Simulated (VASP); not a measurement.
Pt:

```
Pt
1.0
     0.00000    1.96090    1.96090
     1.96090    0.00000    1.96090
     1.96090    1.96090    0.00000
Pt
1
Cartesian
  0.0000 0.0000 0.0000
```

- Program: VASP 6.6.1
- Task: relaxation of cell and atoms
- Functional: PBE
- Potentials or basis: VASP PAW PBE potentials, release 64 (Pt)
- Cutoff: 600 eV
- k mesh: 8 × 8 × 8
- Occupations: gaussian, width 0.1 eV
- Spin: no spin polarisation

At the start: pressure 9.0 GPa; volume 15.08 Å³/atom.

Q: How do energy, volume and symmetry change on relaxing?

A: Over 3 steps the energy falls by 13.3 meV/atom and the volume is 15.59 Å³/atom (+3.4 %); space group Fm-3m (No. 225, to 0.05 Å).

Step by step:
| step | energy change (eV) | largest force (eV/Å) | pressure (GPa) | volume (Å³) |
| --- | --- | --- | --- | --- |
| 1 | 0.0000 | 0.0000 | 8.95 | 15.08 |
| 2 | 0.0701 | 0.0000 | -16.87 | 16.99 |
| 3 | -0.0133 | 0.0000 | -0.22 | 15.59 |

Final structure:
```
CELL_PARAMETERS angstrom
0.00000 1.98276 1.98276
1.98276 0.00000 1.98276
1.98276 1.98276 0.00000
ATOMIC_POSITIONS crystal
Pt 0.00000 0.00000 0.00000
```
